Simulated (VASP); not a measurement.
# BiP (P4mm) in VASP: notebook, part 2 of 2

VASP 6.6.1. Earlier steps stand in the parts before.

## Step 3: Relaxation of cell and atoms, PBE

Contents of INCAR:

```
SYSTEM = BiP
ALGO = Normal
EDIFF = 1E-7
EDIFFG = -0.04
ENCUT = 500
GGA = PE
GGA_COMPAT = .False.
IBRION = 2
ISIF = 3
ISMEAR = 0
LASPH = .True.
LCHARG = .False.
LREAL = .False.
LWAVE = .False.
NELM = 120
NELMIN = 4
NSW = 90
PREC = Accurate
SIGMA = 0.1
```

Contents of KPOINTS:

```
k-points
0
Gamma
  6 6 4
  0 0 0
```

Contents of POSCAR:

```
BiP
1.0
    3.4744594800      0.0000000000      0.0000000000
    0.0000000000      3.4744594800      0.0000000000
    0.0000000000      0.0000000000      4.1984500200
Bi P
1 1
Direct
    0.0000000000      0.0000000000      0.7060247400
    0.0000000000      0.0000000000      0.1680445700
```

Potentials or basis: VASP PAW PBE potentials, release 64 (Bi_d, P).

Run with:

```
$ cat potpaw_PBE.64/Bi_d/POTCAR potpaw_PBE.64/P/POTCAR > POTCAR
$ mpirun -np 1 vasp_std > vasp.out
```

OUTCAR:

```text
SYSTEM = BiP
   EDIFF = 1E-7
   EDIFFG = -0.04
   ENCUT = 500
   GGA = PE
   IBRION = 2
   ISIF = 3
   ISMEAR = 0
   LASPH = .True.
   LREAL = .False.
   NELM = 120
   NELMIN = 4
   NSW = 90
   PREC = Accurate

 ion  position               nearest neighbor table
   1  0.000  0.000  0.706-   2 1.94   2 2.26
   2  0.000  0.000  0.168-   1 1.94   1 2.26

  LATTYP: Found a simple tetragonal cell.
 ALAT       =     3.4744594800
 C/A-ratio  =     1.2083750132

  Lattice vectors:

 A1 = (   3.4744594800,   0.0000000000,   0.0000000000)
 A2 = (   0.0000000000,   3.4744594800,   0.0000000000)
 A3 = (   0.0000000000,   0.0000000000,   4.1984500200)

Analysis of symmetry for initial positions (statically):
=====================================================================
 Subroutine PRICEL returns:
 Original cell was already a primitive cell.

 Routine SETGRP: Setting up the symmetry group for a
 simple tetragonal supercell.

 Subroutine GETGRP returns: Found  8 space group operations
 (whereof  8 operations were pure point group operations)
 out of a pool of 16 trial point group operations.

The static configuration has the point symmetry C_4v.

Analysis of symmetry for dynamics (positions and initial velocities):
=====================================================================
 Subroutine PRICEL returns:
 Original cell was already a primitive cell.

 Routine SETGRP: Setting up the symmetry group for a
 simple tetragonal supercell.

 Subroutine GETGRP returns: Found  8 space group operations
 (whereof  8 operations were pure point group operations)
 out of a pool of 16 trial point group operations.

The dynamic configuration has the point symmetry C_4v.

 Subroutine INISYM returns: Found  8 space group operations
 (whereof  8 operations are pure point group operations),
 and found     1 'primitive' translations

[... 114 lines left out ...]
     AMIX_MAG =   1.60;   BMIX_MAG =  1.00
  volume/ion in A,a.u.               =      25.34       171.01
  Fermi-wavevector in a.u.,A,eV,Ry     =   1.200781  2.269146 19.617888  1.441874
  Thomas-Fermi vector in A             =   2.336607
   LORBIT       =      0    0 simple, 1 ext, 2 COOP (PROOUT), +10 PAW based schemes
   GGA     = PE    functional components
   LHFCALC =     F    Hartree Fock is set to
   AEXX    =    0.0000 exact exchange contribution
   IVDW    =     0    specifies the selected vdW correction
   LEPSILON=     F    determine dielectric tensor
   LRPA    =     F    only Hartree local field effects (RPA)
 conjugate gradient relaxation of ions
 non-spin polarized calculation
 Gauss-broadening in eV      SIGMA  =   0.10
  energy-cutoff  :      500.00
  volume of cell :       50.68
 maximum number of plane-waves:      1304
 NGX is ok and might be reduce to    28
   NGX = 13   NGY = 13   NGZ = 15

--------------------------------------- Ionic step        1  -------------------------------------------

 number of electron      19.9999999 magnetization

 Free energy of the ion-electron system (eV)
  ---------------------------------------------------
  ext. energy  EPLUGINS =         0.00000000
  ---------------------------------------------------
  free energy    TOTEN  =        -2.60435493 eV

  energy without entropy =       -2.60058806  energy(sigma->0) =       -2.60247150

------------------------ aborting loop because EDIFF is reached ----------------------------------------

  FORCE on cell =-STRESS in cart. coord.  units (eV):
  Direction    XX          YY          ZZ          XY          YZ          ZX
  --------------------------------------------------------------------------------------
  -------------------------------------------------------------------------------------
  Total        0.9813306      0.9813306     43.8919090      0.0000000      0.0000000      0.0000000
  in kB       31.0214742     31.0214742   1387.4954327      0.0000000      0.0000000      0.0000000
  external PRESSURE =     483.1794604 kB  Pullay stress =       0.0000000 kB
[... 1331 lines left out ...]
      3     -15.7931      2.00000
      4     -15.6888      2.00000
      5     -15.6549      2.00000
      6      -4.4407      2.00000
      7      -2.2975      2.00000
      8       1.6137      2.00000
      9       3.2594      2.00000
     10       7.0596      1.01468
     11       9.4132      0.00000
     12      10.4750      0.00000
     13      13.6293      0.00000
     14      14.6274      0.00000

 [... further k-points ...]

[... ionic steps 4 to 48 ...]

--------------------------------------- Ionic step       49  -------------------------------------------

 number of electron      19.9999981 magnetization

------------------------ aborting loop because EDIFF is reached ----------------------------------------
[... 67 lines left out ...]
--------------------------------------- Ionic step       51  -------------------------------------------

 number of electron      19.9999984 magnetization

 Free energy of the ion-electron system (eV)
  ---------------------------------------------------
  ext. energy  EPLUGINS =         0.00000000
  ---------------------------------------------------
  free energy    TOTEN  =        -8.05984577 eV

  energy without entropy =       -8.05163145  energy(sigma->0) =       -8.05573861

 E-fermi :   6.3631     XC(G=0):  -9.8077

 val. band max:        6.3460044540   @ k =   0.5000   0.1667   0.5000
 cond. band min:       6.4352630058   @ k =   0.1667   0.1667   0.0000
 fundamental gap:      0.0892585518
 Fermi energy:         6.3630925665
[... 437 lines left out ...]
  FREE ENERGIE OF THE ION-ELECTRON SYSTEM (eV)
  ---------------------------------------------------
  free  energy   TOTEN  =        -8.0598457677 eV

  energy  without entropy=       -8.0516314539  energy(sigma->0) =       -8.05573861

 reached required accuracy - stopping structural energy minimisation
```

OSZICAR:

```text
N       E                     dE             d eps       ncg     rms          rms(c)
DAV:   1     0.152626392724E+03    0.15263E+03   -0.10311E+04   840   0.153E+03
DAV:   2     0.779427509279E+01   -0.14483E+03   -0.14266E+03   882   0.371E+02
DAV:   3    -0.315602959410E+01   -0.10950E+02   -0.10817E+02  1074   0.106E+02
DAV:   4    -0.344169452242E+01   -0.28566E+00   -0.28540E+00  1034   0.188E+01
[... 584 lines left out ...]
DAV:   5    -0.805984396746E+01   -0.42510E-05   -0.13078E-05  1062   0.340E-02    0.500E-03
DAV:   6    -0.805984603616E+01   -0.20687E-05   -0.24774E-06  1008   0.142E-02    0.147E-03
DAV:   7    -0.805984586494E+01    0.17122E-06   -0.21393E-07   848   0.636E-03    0.511E-04
DAV:   8    -0.805984575435E+01    0.11059E-06   -0.20186E-08   528   0.125E-03    0.153E-04
DAV:   9    -0.805984576765E+01   -0.13304E-07   -0.35814E-09   504   0.811E-04
  51 F= -.80598458E+01 E0= -.80557386E+01  d E =-.372453E-03
```

CONTCAR:

```text
BiP
   1.00000000000000
     3.0168498919708475    0.0000000000000000    0.0000000000000000
     0.0000000000000000    3.0168498919708475    0.0000000000000000
    -0.0000000000000000    0.0000000000000001    5.9050448881235260
  Bi              P
     1     1
Direct
     0.0000000000000000    1.0000000000000000    0.6861030666416401
     1.0000000000000000    0.0000000000000000    0.1879662433583561

  0.00000000E+00  0.00000000E+00  0.00000000E+00
  0.00000000E+00  0.00000000E+00  0.00000000E+00
```

Run time: 17 min. Hardware: 1 thread of AMD EPYC 7R43 (Zen 3), shared host; peak memory 0.16 GiB.

What came out:

* Free energy: -8.0598 eV
* Relaxed volume: 26.87 Å³/atom
* Relaxed cell: a = 3.017 Å, b = 3.017 Å, c = 5.905 Å, α = 90.00°, β = 90.00°, γ = 90.00°
* Space group after relaxing (to 0.1 Å): P4/mmm (No. 123)
* Pressure after relaxing: -0.1 GPa
* Largest force after relaxing: 0.004 eV/Å
* Band gap on the k mesh: zero (bands 10 and 11 overlap by 5.03 eV)

Forces in eV/Å, atoms in the order of the input:
```
Bi   0.000  0.000  0.004
P    0.000  0.000 -0.004
```

Final structure:
```xyz
2
Lattice="3.0168 0.0000 0.0000 0.0000 3.0168 0.0000 0.0000 0.0000 5.9050" Properties=species:S:1:pos:R:3 pbc="T T T"
Bi    0.0000    3.0168    4.0515
P     3.0168    0.0000    1.1099
```

Caveat: the k points lie up to 0.35 Å⁻¹ apart in the final cell, too coarse for converged energies and pressures of a metal; a cell axis changed by over 15 % at a fixed basis, so the end point is rough; spin-orbit coupling is left out, which moves the levels of the heavy elements.
